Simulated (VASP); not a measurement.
Input of a VASP 6.6.1 run:

The input INCAR:

```
  ALGO = Normal
  EDIFF = 1E-6
  ENCUT = 600
  GGA = PE
  GGA_COMPAT = False
  ISIF = 2
  ISMEAR = 0
  LASPH = True
  LCHARG = True
  LELF = True
  LREAL = False
  LVHAR = True
  LWAVE = False
  NBANDS = 11
  NELM = 120
  PREC = Accurate
  SIGMA = 0.02
```

KPOINTS

```
k-points
0
Gamma
  10 10 10
```

The input POSCAR:

```
MgO
1.0
    0.0000000000      2.1239799322      2.1239799322
    2.1239799322      0.0000000000      2.1239799322
    2.1239799322      2.1239799322      0.0000000000
Mg O
1 1
Direct
    0.0000000000      0.0000000000      0.0000000000
    0.5000000000      0.5000000000      0.5000000000
```

Potentials or basis: VASP PAW PBE potentials, release 64 (Mg, O).

Command:

```bash
$ cat potpaw_PBE.64/Mg/POTCAR potpaw_PBE.64/O/POTCAR > POTCAR
$ mpirun -np 1 vasp_std > vasp.out
```

Problem. What does it give for the pressure?

Solution. -0.4 GPa.

Problem. What does it give for the band gap on the k mesh?

Solution. 4.48 eV.

**What was measured.**

“Electronic structure of alkaline earth and post-transition metal oxides”, 2009, arxiv:0908.1581 quotes, for a bulk crystal of MgO: band gap 7.83 eV.

A measured gap of MgO is 7.83 eV (quoted in “Electronic structure of alkaline earth and post-transition metal oxides”, 2009, arxiv:0908.1581); the calculated 4.48 eV misses it by -3.35 eV. The value is that of PBE, without temperature or zero-point motion. Semilocal functionals fall short of measured gaps as a rule.
